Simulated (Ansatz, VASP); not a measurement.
## Two plane-wave programs on LiCl

```
Li Cl
1.0
     0.00000    2.73304    2.73304
     2.73304    0.00000    2.73304
     2.73304    2.73304    0.00000
Li Cl
1 1
Cartesian
  0.0000 0.0000 0.0000
  1.3665 1.3665 1.3665
```

Alike in both runs: task single point; functional HF; k mesh 6 × 6 × 6; no spin polarisation.

|  | VASP | Ansatz |
| --- | --- | --- |
| version | VASP 6.6.1 | Ansatz 0.2.0 |
| potentials or method | VASP PAW PBE potentials, release 64 (Li_sv, Cl) | plane waves, PAW |
| plane-wave cutoff (eV) | 520 | 420 |
| occupations | gaussian, width 0.01 eV | fixed |
| valence electrons in the cell | 10 | 10 |

```tsv
	VASP	Ansatz	Ansatz less VASP
gap on the k mesh at the Fermi level (eV)	14.44	14.45	+0.010
```

VASP's potentials were made for PBE, not for HF. Ansatz's warnings: stress exchange threshold loose, stress scf threshold loose.

Noted on VASP's run: the cutoff is under 1.25 times that of the potentials, so the pressure is a little rough.
